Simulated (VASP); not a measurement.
SiO2:

```
CELL_PARAMETERS angstrom
-1.76357 1.76357 4.25951
1.76357 -1.76357 4.25951
1.76357 1.76357 -4.25951
ATOMIC_POSITIONS crystal
Si 0.00000 0.00000 0.00000
Si 0.75000 0.25000 0.50000
O 0.95784 0.45784 0.50000
O 0.20784 0.20784 0.00000
O 0.54216 0.04216 0.50000
O 0.79216 0.79216 0.00000
```

```yaml
Program: VASP 6.6.1
Task: relaxation of cell and atoms
Functional: PBEsol
Potentials_or_basis: VASP PAW PBE potentials, release 64 (Si, O)
Cutoff: 600 eV
k_mesh: 10 × 10 × 10
Occupations: fermi-dirac, width 0.02 eV
Spin: no spin polarisation
```

At the start: pressure -5.3 GPa; volume 8.83 Å³/atom.

Where does the relaxation end?

Over 7 steps the energy falls by 3.2 meV/atom and the volume is 8.64 Å³/atom (-2.2 %); space group I4_1/amd (No. 141, to 0.05 Å).

The path:
```tsv
step	energy change (eV)	largest force (eV/Å)	pressure (GPa)	volume (Å³)
1	0.0000	0.0515	-5.30	52.99
2	0.0100	0.4118	7.06	50.78
3	-0.0169	0.1478	-0.08	52.00
4	-0.0188	0.0277	0.01	51.82
5	-0.0190	0.0142	-0.02	51.86
6	-0.0191	0.0094	-0.01	51.85
7	-0.0191	0.0006	0.01	51.83
```

Final structure:
```xyz
6
Lattice="-1.7496 1.7496 4.2327 1.7496 -1.7496 4.2327 1.7496 1.7496 -4.2327" Properties=species:S:1:pos:R:3 pbc="T T T"
Si    0.0000    0.0000    0.0000
Si    0.0000    1.7496    2.1164
O     0.0000    1.7496    3.8814
O     0.0000    0.0000    1.7651
O     0.0000    1.7496    0.3513
O     0.0000    0.0000    6.7003
```

Caveat: the PAW data sets were made with another functional, which shifts forces and pressure a little.
